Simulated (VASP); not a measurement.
Set up this calculation in VASP 6.6.1, as the native input.

| Property | Result |
| --- | --- |
| Task | single point |
| Functional | r2SCAN |
| Potentials or basis | VASP PAW PBE potentials, release 64 (Sn_d, O) |
| Cutoff | 520 eV |
| k mesh | 6 × 6 × 8 |
| Occupations | gaussian, width 0.02 eV |
| Spin | no spin polarisation |
| Dipole correction | no |
| Further INCAR settings | ALGO = Normal; EDIFF = 1e-06; NBANDS = 35 |

Crystal: SnO2.

```xyz
6
Lattice="4.7599 0.0000 0.0000 0.0000 4.7599 0.0000 0.0000 0.0000 3.1367" Properties=species:S:1:pos:R:3 pbc="T T T"
Sn    2.3800    2.3800    1.5683
Sn    0.0000    0.0000    0.0000
O     1.4515    1.4515    0.0000
O     3.8315    0.9284    1.5683
O     0.9284    3.8315    1.5683
O     3.3084    3.3084    0.0000
```

This cell differs from its parent crystal: strain along c alone, the other axes held: -2.0 %, then relaxed in part.

One way to write it, as run:

POSCAR

```
SnO2
1.0
    4.7599378643      0.0000000000      0.0000000000
    0.0000000000      4.7599378643      0.0000000000
    0.0000000000      0.0000000000      3.1366965436
Sn O
2 4
Direct
    0.5000000000      0.5000000000      0.5000000000
    0.0000000000      0.0000000000      0.0000000000
    0.3049465894      0.3049465894      0.0000000000
    0.8049465894      0.1950534106      0.5000000000
    0.1950534106      0.8049465894      0.5000000000
    0.6950534106      0.6950534106      0.0000000000
```

INCAR.step1

```
  PREC = Accurate
  ENCUT = 520
  ISMEAR = 0
  SIGMA = 0.02
  LREAL = False
  LASPH = True
  NELM = 60
  NBANDS = 35
  GGA = PE
  ALGO = Normal
  EDIFF = 1E-4
  LWAVE = True
  LCHARG = False
```

INCAR.step2

```
  PREC = Accurate
  ENCUT = 520
  EDIFF = 1E-6
  ISMEAR = 0
  SIGMA = 0.02
  LREAL = False
  LASPH = True
  NELM = 60
  ALGO = Normal
  ISIF = 2
  LWAVE = False
  LCHARG = False
  METAGGA = R2SCAN
  LMIXTAU = True
  NBANDS = 35
  ISTART = 1
```

KPOINTS

```
regular mesh
0
Gamma
  6 6 8
```

Potentials or basis: VASP PAW PBE potentials, release 64 (Sn_d, O).

Command:

```bash
$ cat potpaw_PBE.64/Sn_d/POTCAR potpaw_PBE.64/O/POTCAR > POTCAR
$ cp INCAR.step1 INCAR
$ mpirun -np 1 vasp_std > vasp.out
$ cp INCAR.step2 INCAR
$ mpirun -np 1 vasp_std > vasp.out
```

It gave:

```
Pressure               : 6.5 GPa
Largest force          : 0.038 eV/Å
Band gap on the k mesh : 2.08 eV, direct
```

Caveat: the cell differs from its parent crystal (strain along c alone, the other axes held: -2.0 %, then relaxed in part); the PAW data sets were made with another functional, which shifts forces and pressure a little; spin-orbit coupling is left out, which moves the levels of the heavy elements.

It took 4.4 min on 1 thread of Intel Xeon 6975P-C, on a shared host, peak memory 0.24 GiB.
